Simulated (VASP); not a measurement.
The system is AgCl.

```
CELL_PARAMETERS angstrom
4.51840 0.00000 0.00000
-2.25920 3.91305 0.00000
0.00000 0.00000 5.72303
ATOMIC_POSITIONS crystal
Ag 0.33333 0.66667 0.25000
Ag 0.66667 0.33333 0.75000
Cl 0.66667 0.33333 0.25000
Cl 0.33333 0.66667 0.75000
```

Program: VASP 6.6.1. Alike in all runs: task single point; no spin polarisation; cell as given; k mesh 6 × 6 × 4; cutoff (eV) 520.

Question: Order these runs on this cell by their band gap on the k mesh, lowest first.
A. level LDA; potentials or basis VASP PAW LDA potentials, release 64 (Ag, Cl); smearing gaussian 0.01 eV
B. level PBE; potentials or basis VASP PAW PBE potentials, release 64 (Ag, Cl); smearing fermi-dirac 0.02 eV
C. level r2SCAN; potentials or basis VASP PAW PBE potentials, release 64 (Ag, Cl); smearing gaussian 0.01 eV

Answer: A (1.08 eV), B (1.36 eV), C (1.77 eV).

A k mesh can miss the band edges.
